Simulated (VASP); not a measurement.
# CdTe: single point with LDA

CdTe:

```
Cd Te
1.0
     0.00000    3.20500    3.20500
     3.20500    0.00000    3.20500
     3.20500    3.20500    0.00000
Cd Te
1 1
Direct
  0.00000 0.00000 0.00000
  0.25000 0.25000 0.25000
```

```yaml
Program: VASP 6.6.1
Task: single point
Functional: LDA
Potentials_or_basis: VASP PAW LDA potentials, release 64 (Cd, Te)
Cutoff: 500 eV
k_mesh: 4 × 4 × 4
Occupations: gaussian, width 0.01 eV
Spin: no spin polarisation
Dipole_correction: no
Further_INCAR_settings: ALGO = Normal; EDIFF = 1e-06; NBANDS = 16
```

The pressure is 0.5 GPa and the band gap on the k mesh is 0.63 eV, direct.

Levels at points of the mesh, in eV from the valence-band top:
| k point | band 6 | band 7 | band 8 | band 9 | band 10 | band 11 | band 12 | band 13 |
| --- | --- | --- | --- | --- | --- | --- | --- | --- |
| (0.00, 0.00, 0.00) | -8.16 | 0.00 | 0.00 | 0.00 | 0.63 | 4.45 | 4.45 | 4.45 |
| (0.50, 0.00, 0.00) | -7.78 | -4.71 | -0.84 | -0.84 | 1.67 | 5.06 | 5.06 | 6.86 |
| (0.50, 0.50, 0.00) | -7.63 | -4.56 | -2.01 | -2.01 | 2.34 | 2.52 | 8.82 | 9.14 |

Run time: 16 s on 1 thread of AMD EPYC 7R13 Processor (Zen 3), on a shared host, peak memory 0.13 GiB.

Caveat: the k points lie up to 0.42 Å⁻¹ apart; spin-orbit coupling is left out, which moves the levels of the heavy elements. A hybrid or GW would open this gap; LDA tends to underestimate it.
